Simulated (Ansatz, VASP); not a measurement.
ZrSc4F2: VASP beside Ansatz

```
CELL_PARAMETERS angstrom
3.25526 0.00000 0.00000
-1.62763 2.81914 0.00000
0.00000 0.00000 15.92830
ATOMIC_POSITIONS crystal
Zr 0.00000 0.00000 0.00000
Sc 0.00000 0.00000 0.32672
Sc 0.00000 0.00000 0.67328
Sc 0.33333 0.66667 0.16167
Sc 0.66667 0.33333 0.83833
F 0.66667 0.33333 0.39908
F 0.33333 0.66667 0.60092
```

Alike in both runs: task single point; functional r2SCAN; k mesh 12 × 12 × 2; occupations gaussian, width 0.1 eV; no spin polarisation.

```csv
,VASP,Ansatz
version,VASP 6.6.1,Ansatz 0.2.0
potentials or method,"VASP PAW PBE potentials, release 64 (Zr_sv, Sc_sv, F), cutoff 520 eV","scalar-relativistic, plane waves, PAW"
valence electrons in the cell,70,70
```

```tsv
	VASP	Ansatz	Ansatz less VASP
gap on the k mesh at the Fermi level (eV)	none	none	-
pressure (GPa)	0.1	-0.3	-0.33
traceless stress, the component that is largest in VASP (GPa)	-0.23	-0.13	+0.096
rms of the force components (eV/Å)	0.049	0.078	+0.0281
```

VASP's potentials were made for PBE, not for r2SCAN. Atom by atom the forces differ by 0.029 eV/Å (rms over components). A gap of «none» marks a metal or a gap that the smearing closes.
